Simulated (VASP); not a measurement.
# Cd in VASP: notebook

Cd is run at these levels: PBE; tasks: single point.

Program: VASP 6.6.1. These are calculated values, not measurements. Logs are shortened: lines on timing, memory, paths and dates and some standing lists are left out, and cuts for length are marked.

### Step 1. The cell of the first run

It takes space group Cmcm (No. 63, orthorhombic). Conventional cell: a = 3.021 Å, b = 5.238 Å, c = 5.785 Å, α = 90.00°, β = 90.00°, γ = 90.00°. Cd (site symmetry m2m) has 12 Cd at 3.02 to 3.39 Å within 4.0 Å.

### Step 2. Single point, PBE (strained)

Contents of INCAR:

```
PREC = Accurate
ENCUT = 520
EDIFF = 1E-6
ISMEAR = 0
SIGMA = 0.1
LREAL = F
LASPH = T
NELM = 100
ALGO = Fast
ISIF = 2
LWAVE = F
LCHARG = F
GGA = PE
NBANDS = 19
```

Contents of KPOINTS:

```
regular mesh
0
Gamma
  14 14 6
```

Contents of POSCAR:

```
Cd
1.0
    3.0235258070      0.0014298588      0.0000000000
   -1.5105246094      2.6163163498      0.0000000000
    0.0000000000      0.0000000000      5.7845503815
Cd
2
Direct
    0.3217044314      0.6608522158      0.2500000000
    0.6782955686      0.3391477842      0.7500000000
```

Potentials or basis: VASP PAW PBE potentials, release 64 (Cd).

Command:

```sh
> cat potpaw_PBE.64/Cd/POTCAR > POTCAR
> mpirun -np 1 vasp_std > vasp.out
```

OUTCAR:

```text
PREC = Accurate
   ENCUT = 520
   EDIFF = 1E-6
   ISMEAR = 0
   LREAL = F
   LASPH = T
   NELM = 100
   ISIF = 2
   GGA = PE

 ion  position               nearest neighbor table
   1  0.322  0.661  0.250-   2 3.35   2 3.35   2 3.39   2 3.39   2 3.39   2 3.39
   2  0.678  0.339  0.750-   1 3.35   1 3.35   1 3.39   1 3.39   1 3.39   1 3.39

  Warning from LATTYP: Monoclinic adjustment (A1->A3, A2->A1, A3->A2)!
  LATTYP: Found a base centered orthorhombic cell.
 ALAT       =     3.0210587280
 B/A-ratio  =     1.7339403621
 C/A-ratio  =     1.9147427781

  Lattice vectors:

 A1 = (   1.5130011976,   2.6177462086,   0.0000000000)
 A2 = (  -3.0235258070,  -0.0014298588,   0.0000000000)
 A3 = (   0.0000000000,   0.0000000000,   5.7845503815)

Analysis of symmetry for initial positions (statically):
=====================================================================
 Subroutine PRICEL returns:
 Original cell was already a primitive cell.

 Routine SETGRP: Setting up the symmetry group for a
 base centered orthorhombic supercell.

 Subroutine GETGRP returns: Found  8 space group operations
 (whereof  4 operations were pure point group operations)
 out of a pool of  8 trial point group operations.

The static configuration has the point symmetry C_2h.
 The point group associated with its full space group is D_2h.

Analysis of symmetry for dynamics (positions and initial velocities):
=====================================================================
 Subroutine PRICEL returns:
 Original cell was already a primitive cell.

 Routine SETGRP: Setting up the symmetry group for a
 base centered orthorhombic supercell.

 Subroutine GETGRP returns: Found  8 space group operations
 (whereof  4 operations were pure point group operations)
 out of a pool of  8 trial point group operations.

The dynamic configuration has the point symmetry C_2h.
 The point group associated with its full space group is D_2h.

 Subroutine INISYM returns: Found  8 space group operations
 (whereof  4 operations are pure point group operations),
 and found     1 'primitive' translations

----------------------------------------------------------------------------------------

                                     Primitive cell

  volume of cell :      45.7712

  direct lattice vectors                    reciprocal lattice vectors
     3.023525807  0.001429859  0.000000000     0.330649415  0.190899728  0.000000000
    -1.510524609  2.616316350  0.000000000    -0.000180705  0.382112446  0.000000000
     0.000000000  0.000000000  5.784550381     0.000000000  0.000000000  0.172874283

  length of vectors
     3.023526145  3.021058728  5.784550381     0.381800657  0.382112489  0.172874283

  position of ions in fractional coordinates (direct lattice)
     0.321704431  0.660852216  0.250000000
     0.678295569  0.339147784  0.750000000

  ion indices of the primitive-cell ions
   primitive index   ion index
                 1           1
                 2           2

----------------------------------------------------------------------------------------

 KPOINTS: regular mesh

Automatic generation of k-mesh.
 Grid dimensions read from file:
 generate k-points for:   14   14    6

 Generating k-lattice:

  Cartesian coordinates                     Fractional coordinates (reciprocal lattice)
     0.023617815  0.013635695  0.000000000     0.071428571  0.000000000  0.000000000
    -0.000012908  0.027293746  0.000000000     0.000000000  0.071428571  0.000000000
     0.000000000  0.000000000  0.028812381     0.000000000  0.000000000  0.166666667

  Length of vectors
     0.027271476  0.027293749  0.028812381

  Shift w.r.t. Gamma in fractional coordinates (k-lattice)
     0.000000000  0.000000000  0.000000000

 Subroutine IBZKPT returns following result:
 ===========================================

 Found    228 irreducible k-points:

 Following reciprocal coordinates:
            Coordinates               Weight
  0.000000  0.000000  0.000000      1.000000
  0.071429  0.000000  0.000000      2.000000
  0.142857 -0.000000  0.000000      2.000000
  0.214286 -0.000000  0.000000      2.000000
  0.285714  0.000000  0.000000      2.000000
  0.357143  0.000000  0.000000      2.000000
[... 16 lines left out ...]
 -0.071429  0.142857  0.000000      2.000000
  0.000000  0.214286  0.000000      4.000000
 [... further k-points ...]
   k-points           NKPTS =    228   k-points in BZ     NKDIM =    228   number of bands    NBANDS=     19
   number of dos      NEDOS =    301   number of ions     NIONS =      2
   total plane-waves  NPLWV =  27648
   dimension x,y,z NGX =    24 NGY =   24 NGZ =   48
   dimension x,y,z NGXF=    48 NGYF=   48 NGZF=   96
   ions per type =               2
   NGX,Y,Z   is equivalent  to a cutoff of  13.20, 13.21, 13.80 a.u.
   NGXF,Y,Z  is equivalent  to a cutoff of  26.39, 26.41, 27.59 a.u.
 SYSTEM =  unknown system
   PREC   = accura    normal or accurate (medium, high low for compatibility)
   ISTART =      0    job   : 0-new  1-cont  2-samecut
   ICHARG =      2    charge: 1-file 2-atom 10-const
   ISPIN  =      1    spin polarized calculation?
   LNONCOLLINEAR =      F non collinear calculations
   LSORBIT =      F    spin-orbit coupling
   LASPH  =      T    aspherical Exc in radial PAW
   ENCUT  =  520.0 eV  38.22 Ry    6.18 a.u.   5.62  5.62 10.76*2*pi/ulx,y,z
   NELM   =    100;   NELMIN=  2; NELMDL= -5     # of ELM steps
   EDIFF  = 0.1E-05   stopping-criterion for ELM
   LREAL  =      F    real-space projection
   EDIFFG = 0.1E-04   stopping-criterion for IOM
   NSW    =      0    number of steps for IOM
   IBRION =     -1    ionic relax: 0-MD 1-quasi-New 2-CG
   NFREE  =      0    steps in history (QN), initial steepest desc. (CG)
   ISIF   =      2    stress and relaxation
   ISYM   =      2    0-nonsym 1-usesym 2-fastsym
   POTIM  = 0.5000    time-step for ionic-motion
   TEBEG  =    0.0;   TEEND  =   0.0 temperature during run
   PSTRESS=    0.0 pullay stress
   NELECT =      24.0000    total number of electrons
   NUPDOWN=      -1.0000    fix difference up-down
   EMIN   =  10.00;   EMAX   =-10.00  energy-range for DOS
   EFERMI =   0.00;   METHOD = LEGACY
   ISMEAR =     0;   SIGMA  =   0.10  broadening in eV -4-tet -1-fermi 0-gaus
   EFERMI_NEDOS =   21; number of points for ismear=-14 and -15
   IALGO  =     68    algorithm
   IMIX   =      4    mixing-type and parameters
     AMIX     =   0.40;   BMIX     =  1.00
     AMIX_MAG =   1.60;   BMIX_MAG =  1.00
  volume/ion in A,a.u.               =      22.89       154.44
  Fermi-wavevector in a.u.,A,eV,Ry     =   1.320123  2.494672 23.711225  1.742726
  Thomas-Fermi vector in A             =   2.449972
   LORBIT       =      0    0 simple, 1 ext, 2 COOP (PROOUT), +10 PAW based schemes
   GGA     = PE    functional components
   LHFCALC =     F    Hartree Fock is set to
   AEXX    =    0.0000 exact exchange contribution
   IVDW    =     0    specifies the selected vdW correction
   LEPSILON=     F    determine dielectric tensor
   LRPA    =     F    only Hartree local field effects (RPA)
 non-spin polarized calculation
 RMM-DIIS sequential band-by-band and
 Gauss-broadening in eV      SIGMA  =   0.10
  energy-cutoff  :      520.00
  volume of cell :       45.77
 maximum number of plane-waves:      1258
 NGX is ok and might be reduce to    24

 number of electron      23.9999997 magnetization

 Free energy of the ion-electron system (eV)
  ---------------------------------------------------
  ext. energy  EPLUGINS =         0.00000000
  ---------------------------------------------------
  free energy    TOTEN  =        -1.47969933 eV

  energy without entropy =       -1.47487683  energy(sigma->0) =       -1.47728808

 E-fermi :   2.5638     XC(G=0): -10.7213

 val. band max:        2.5483944192   @ k =   0.0000   0.5000   0.5000
 cond. band min:       2.5727130475   @ k =   0.3571   0.2143   0.1667
 fundamental gap:      0.0243186283
 Fermi energy:         2.5638068576

 k-point     1 :       0.0000    0.0000    0.0000
  band No.  band energies     occupation
      1      -7.1065      2.00000
      2      -6.8963      2.00000
      3      -6.5633      2.00000
      4      -6.5526      2.00000
      5      -6.5171      2.00000
      6      -6.5168      2.00000
[... 11 lines left out ...]
     18      17.1616      0.00000
     19      18.0309      0.00000

 k-point     2 :       0.0714    0.0000    0.0000
  band No.  band energies     occupation
      1      -7.0581      2.00000
      2      -6.8570      2.00000
      3      -6.5806      2.00000
      4      -6.5306      2.00000
      5      -6.5096      2.00000
      6      -6.4753      2.00000
[... 11 lines left out ...]
     18      16.6729      0.00000
     19      18.3881      0.00000

 k-point     3 :       0.1429   -0.0000    0.0000
  band No.  band energies     occupation
      1      -6.9565      2.00000
      2      -6.7828      2.00000
      3      -6.6215      2.00000
      4      -6.5350      2.00000
      5      -6.3874      2.00000
      6      -6.3566      2.00000
[... 11 lines left out ...]
     18      16.2076      0.00000
     19      17.0772      0.00000

 k-point     4 :       0.2143   -0.0000    0.0000
  band No.  band energies     occupation
      1      -6.9555      2.00000
      2      -6.7699      2.00000
      3      -6.5935      2.00000
      4      -6.4326      2.00000
      5      -6.3996      2.00000
      6      -6.2062      2.00000
[... 407 lines left out ...]
     18      12.1258      0.00000
     19      13.3174      0.00000

 k-point    23 :      -0.0714    0.1429    0.0000
  band No.  band energies     occupation
      1      -6.9772      2.00000
      2      -6.7928      2.00000
      3      -6.5973      2.00000
      4      -6.5624      2.00000
      5      -6.4251      2.00000
      6      -6.4062      2.00000
[... 11 lines left out ...]
     18      17.3258      0.00000
     19      17.7996      0.00000

 k-point    24 :       0.0000    0.2143    0.0000
  band No.  band energies     occupation
      1      -6.9557      2.00000
      2      -6.7624      2.00000
      3      -6.6054      2.00000
      4      -6.4235      2.00000
      5      -6.4083      2.00000
      6      -6.2108      2.00000
[... 11 lines left out ...]
     18      15.0985      0.00000
     19      15.6852      0.00000

 [... further k-points ...]

------------------------ aborting loop because EDIFF is reached ----------------------------------------

  FORCE on cell =-STRESS in cart. coord.  units (eV):
  Direction    XX          YY          ZZ          XY          YZ          ZX
  --------------------------------------------------------------------------------------
  -------------------------------------------------------------------------------------
  Total        0.0275850      0.0503444      0.2981821     -0.0197100     -0.0000000      0.0000000
  in kB        0.9655862      1.7622585     10.4375869     -0.6899285     -0.0000000      0.0000000
  external PRESSURE =       4.3884772 kB  Pullay stress =       0.0000000 kB

 VOLUME and BASIS-vectors are now :
 -----------------------------------------------------------------------------
  energy-cutoff  :      520.00
  volume of cell :       45.77
      direct lattice vectors                 reciprocal lattice vectors
     3.023525807  0.001429859  0.000000000     0.330649415  0.190899728  0.000000000
    -1.510524609  2.616316350  0.000000000    -0.000180705  0.382112446  0.000000000
     0.000000000  0.000000000  5.784550381     0.000000000  0.000000000  0.172874283

 POSITION                                       TOTAL-FORCE (eV/Angst)
 -----------------------------------------------------------------------------------
     -0.02555      1.72946      1.44614         0.011598      0.006696     -0.000000
      1.53855      0.88829      4.33841        -0.011598     -0.006696      0.000000
 -----------------------------------------------------------------------------------
    total drift:                                0.000000     -0.000000      0.000000

  FREE ENERGIE OF THE ION-ELECTRON SYSTEM (eV)
  ---------------------------------------------------
  free  energy   TOTEN  =        -1.4796993316 eV

  energy  without entropy=       -1.4748768291  energy(sigma->0) =       -1.47728808
```

Wall time 3 min (1 thread of Intel Xeon 8259CL, shared host); peak memory 0.29 GiB.

Results:

| Property | Result |
| --- | --- |
| Free energy | -1.4797 eV |
| Pressure | 0.4 GPa |
| Largest force | 0.013 eV/Å |
| Band gap on the k mesh | zero (bands 12 and 13 overlap by 4.15 eV) |

Forces in eV/Å, atoms in the order of the input:
```
Cd   0.012  0.007  0.000
Cd  -0.012 -0.007  0.000
```

Levels at points of the mesh, in eV from the Fermi level:
```csv
k point,band 9,band 10,band 11,band 12,band 13,band 14,band 15,band 16
"(0.00, 0.00, 0.00)",-8.46,-8.45,-8.42,-3.21,-2.82,9.85,13.97,14.26
"(0.50, 0.00, 0.00)",-8.18,-8.16,-2.12,-1.79,1.88,2.74,3.12,4.92
"(0.00, 0.50, 0.00)",-8.18,-8.16,-2.14,-1.73,1.78,2.86,2.94,5.15
"(0.00, 0.00, 0.50)",-8.52,-8.52,-7.07,-7.07,3.35,3.35,14.66,14.66
"(0.50, 0.00, 0.50)",-8.17,-8.17,-1.38,-1.38,0.02,0.02,7.60,7.60
"(0.00, 0.50, 0.50)",-8.17,-8.17,-1.34,-1.34,-0.02,-0.02,7.72,7.72
```

Caveat: the cell differs from its parent crystal (strained).

### Step 3. Single point, PBE

This run uses another cell than the first one: it holds 8 atoms, not 2.

Contents of INCAR:

```
SYSTEM = Cd
PREC = Accurate
ENCUT = 520
EDIFF = 1E-6
ISMEAR = 0
SIGMA = 0.1
LREAL = .FALSE.
LASPH = .TRUE.
NELM = 100
ALGO = Fast
ISIF = 2
LWAVE = .FALSE.
LCHARG = .FALSE.
GGA = PE
NBANDS = 58
```

Contents of KPOINTS:

```
regular mesh
0
G
  8 6 6
  0 0 0
```

Contents of POSCAR:

```
Cd
1.0
    0.0000000000      0.0000000000      5.9455009076
    2.9984103147     -5.1933990071      0.0000000000
    2.9984103148      5.1933990071      0.0000000000
Cd
8
Direct
    0.2500000000      0.3333333333      0.1666666667
    0.2500000000      0.8333333333      0.1666666667
    0.2500000000      0.3333333333      0.6666666667
    0.2500000000      0.8333333333      0.6666666667
    0.7500000000      0.6666666667      0.3333333333
    0.7500000000      0.1666666667      0.3333333333
    0.7500000000      0.6666666667      0.8333333333
    0.7500000000      0.1666666667      0.8333333333
```

Potentials or basis: VASP PAW PBE potentials, release 64 (Cd).

Command:

```sh
> cat potpaw_PBE.64/Cd/POTCAR > POTCAR
> mpirun -np 1 vasp_std > vasp.out
```

OUTCAR:

```text
SYSTEM = Cd
   PREC = Accurate
   ENCUT = 520
   EDIFF = 1E-6
   ISMEAR = 0
   LREAL = .FALSE.
   LASPH = .TRUE.
   NELM = 100
   ISIF = 2
   GGA = PE

 ion  position               nearest neighbor table
   1  0.250  0.333  0.167-   2 3.00   2 3.00   4 3.00   4 3.00   3 3.00   3 3.00   6 3.44   6 3.44
                             5 3.44   5 3.44   8 3.44   8 3.44
   2  0.250  0.833  0.167-   1 3.00   1 3.00   3 3.00   3 3.00   4 3.00   4 3.00   5 3.44   5 3.44
                             6 3.44   6 3.44   7 3.44   7 3.44
   3  0.250  0.333  0.667-   4 3.00   4 3.00   2 3.00   2 3.00   1 3.00   1 3.00   8 3.44   8 3.44
                             7 3.44   7 3.44   6 3.44   6 3.44
[... 1702 lines left out ...]
  external PRESSURE =       1.8160084 kB  Pullay stress =       0.0000000 kB

 VOLUME and BASIS-vectors are now :
 -----------------------------------------------------------------------------
  energy-cutoff  :      520.00
  volume of cell :      185.17
      direct lattice vectors                 reciprocal lattice vectors
     0.000000000  0.000000000  5.945500908     0.000000000  0.000000000  0.168194407
     2.998410315 -5.193399007  0.000000000     0.166755029 -0.096276061  0.000000000
     2.998410315  5.193399007  0.000000000     0.166755029  0.096276061  0.000000000

 POSITION                                       TOTAL-FORCE (eV/Angst)
 -----------------------------------------------------------------------------------
      1.49921     -0.86557      1.48638         0.000000      0.000000      0.000000
      2.99841     -3.46227      1.48638         0.000000      0.000000     -0.000000
      2.99841      1.73113      1.48638         0.000000      0.000000      0.000000
      4.49762     -0.86557      1.48638         0.000000      0.000000      0.000000
      2.99841     -1.73113      4.45913        -0.000000     -0.000000     -0.000000
      1.49921      0.86557      4.45913        -0.000000     -0.000000     -0.000000
      4.49762      0.86557      4.45913        -0.000000     -0.000000      0.000000
      2.99841      3.46227      4.45913        -0.000000     -0.000000      0.000000
 -----------------------------------------------------------------------------------
    total drift:                                0.000000     -0.000000      0.000000

  FREE ENERGIE OF THE ION-ELECTRON SYSTEM (eV)
  ---------------------------------------------------
  free  energy   TOTEN  =        -6.0024866720 eV

  energy  without entropy=       -5.9916831848  energy(sigma->0) =       -5.99708493
```

OSZICAR:

```text
N       E                     dE             d eps       ncg     rms          rms(c)
DAV:   1     0.812918920176E+03    0.81292E+03   -0.50847E+04  4060   0.166E+03
DAV:   2     0.222657201188E+02   -0.79065E+03   -0.76582E+03  4128   0.448E+02
DAV:   3    -0.620448422402E+01   -0.28470E+02   -0.28170E+02  4562   0.956E+01
DAV:   4    -0.635642602222E+01   -0.15194E+00   -0.15146E+00  4224   0.586E+00
DAV:   5    -0.635680464212E+01   -0.37862E-03   -0.37860E-03  4390   0.271E-01    0.772E+00
RMM:   6    -0.600932857278E+01    0.34748E+00   -0.11136E+00  4080   0.604E+00    0.633E+00
RMM:   7    -0.599884187085E+01    0.10487E-01   -0.16059E-01  4167   0.166E+00    0.322E+00
RMM:   8    -0.600214554199E+01   -0.33037E-02   -0.25059E-02  4165   0.132E+00    0.252E-01
RMM:   9    -0.600233340167E+01   -0.18786E-03   -0.44254E-03  4275   0.366E-01    0.990E-02
RMM:  10    -0.600249054515E+01   -0.15714E-03   -0.79317E-04  4240   0.225E-01    0.422E-02
RMM:  11    -0.600248604371E+01    0.45014E-05   -0.50502E-05  4378   0.409E-02    0.123E-02
RMM:  12    -0.600248667203E+01   -0.62832E-06   -0.42619E-06  3200   0.147E-02
   1 F= -.60024867E+01 E0= -.59970849E+01  d E =-.108035E-01
```

stdout:

```text
POSCAR found type information on POSCAR Cd
 POSCAR found :  1 types and       8 ions
 scaLAPACK will be used
 LDA part: xc-table for (Slater+PW92), standard interpolation
 POSCAR, INCAR and KPOINTS ok, starting setup
 FFT: planning ... GRIDC
 FFT: planning ... GRID_SOFT
 FFT: planning ... GRID
 WAVECAR not read
 entering main loop
```

It took 8.6 min on 1 thread of Intel Xeon 8259CL, shared host; peak memory 0.47 GiB.

Results:

```yaml
Free_energy: -6.0025 eV
Pressure: 0.2 GPa
Band_gap_on_the_k_mesh: zero (bands 48 and 49 overlap by 2.85 eV)
```

Levels at points of the mesh, in eV from the Fermi level:
| k point | band 45 | band 46 | band 47 | band 48 | band 49 | band 50 | band 51 | band 52 |
| --- | --- | --- | --- | --- | --- | --- | --- | --- |
| (0.00, 0.00, 0.00) | -2.09 | -2.09 | -1.67 | -1.67 | -1.67 | 1.55 | 1.55 | 1.55 |
| (0.50, 0.00, 0.00) | -1.36 | -1.36 | -1.36 | -1.36 | 0.02 | 0.02 | 0.02 | 0.02 |
| (0.00, 0.50, 0.00) | -2.54 | -2.54 | -0.93 | -0.93 | 0.41 | 0.41 | 2.31 | 2.31 |
| (0.50, 0.50, 0.00) | -2.28 | -2.28 | -2.28 | -2.28 | 3.78 | 3.78 | 3.78 | 3.78 |
